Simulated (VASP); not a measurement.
Wanted: the native input for a VASP 6.6.1 run.

```yaml
Task: band structure
Functional: LDA
Potentials_or_basis: VASP PAW LDA potentials, release 64 (Sr_sv, Cd, Si, S)
Cutoff: 520 eV
k_mesh: 4 × 6 × 6
Occupations: gaussian, width 0.03 eV
Spin: no spin polarisation
Further_INCAR_settings: ALGO = Normal; EDIFF = 1e-07; NBANDS = 63
```

The structure of SrCdSiS4 lies in POSCAR:

```
SrCdSiS4                                
1.0
   10.2630848532      0.0000000000      0.0000000000
    0.0000000000      5.0436830186      3.1634425996
    0.0000000000     -5.0436830186      3.1634425996
  Sr              Cd              Si              S             
     2     2     2     8
Direct
     0.0000000000000000    0.0016468491478167    0.0016468491478167
     0.5000000000000000    0.0016468491478167    0.0016468491478167
     0.7500000000000000    0.2743772818224979    0.6068033796800458
     0.2500000000000000    0.6068033796800458    0.2743772818224979
     0.7500000000000000    0.7075304980406317    0.2710669297777537
     0.2500000000000000    0.2710669297777537    0.7075304980406317
     0.4180027810251609    0.4649188357539803    0.9154407427299684
     0.5819972189748390    0.9154407427299684    0.4649188357539803
     0.0819972189748391    0.4649188357539803    0.9154407427299684
     0.9180027810251610    0.9154407427299684    0.4649188357539803
     0.7500000000000000    0.7138724025538830    0.9119225932729615
     0.2500000000000000    0.9119225932729615    0.7138724025538830
     0.7500000000000000    0.3242822408959047    0.1905318186927925
     0.2500000000000000    0.1905318186927925    0.3242822408959047
```

These files were run (other wordings do the same):

INCAR

```
PREC     = Accurate       # precision mode
ENCUT    = 520            # plane-wave cutoff, eV
EDIFF    = 1E-7           # SCF threshold, eV
ISMEAR   = 0              # smearing method
SIGMA    = 0.03           # smearing width, eV
LREAL    = False          # projectors in reciprocal space
LASPH    = True           # aspherical terms in the spheres
NELM     = 80             # most SCF steps
ALGO     = Normal         # electronic algorithm
ISIF     = 2              # what is computed and relaxed
LWAVE    = False          # write WAVECAR
LCHARG   = False          # write CHGCAR
NBANDS   = 63             # bands
KPAR     = 4
```

KPOINTS

```
Automatic mesh
0
Gamma
  4 6 6
```

KPOINTS_OPT

```
explicit points
258
Reciprocal
 0.0000000000  0.0000000000  0.0000000000 1
 0.0000000000  0.0248831533  0.0248831533 1
 0.0000000000  0.0497663067  0.0497663067 1
 0.0000000000  0.0746494600  0.0746494600 1
 0.0000000000  0.0995326133  0.0995326133 1
 0.0000000000  0.1244157667  0.1244157667 1
[... 250 lines left out ...]
 0.5000000000 -0.4822584800  0.5177415200 1
 0.5000000000 -0.5177415200  0.4822584800 1
```

Potentials or basis: VASP PAW LDA potentials, release 64 (Sr_sv, Cd, Si, S).

Launch:

```console
$ cat potpaw_LDA.64/Sr_sv/POTCAR potpaw_LDA.64/Cd/POTCAR potpaw_LDA.64/Si/POTCAR potpaw_LDA.64/S/POTCAR > POTCAR
$ mpirun -np 4 vasp_std > vasp.out
```

Results of the run:

```json
{
  "Pressure": "-2.0 GPa",
  "Largest force": "0.147 eV/Å",
  "Band gap on the k mesh": "2.60 eV (least direct gap 2.70 eV)",
  "Band gap along the path": "2.60 eV (least direct gap 2.70 eV)"
}
```

Wall time 12 min on 4 MPI ranks on Intel(R) Xeon(R) 6975P-C (Granite Rapids), with other jobs on the host, peak memory 1.1 GiB a rank.
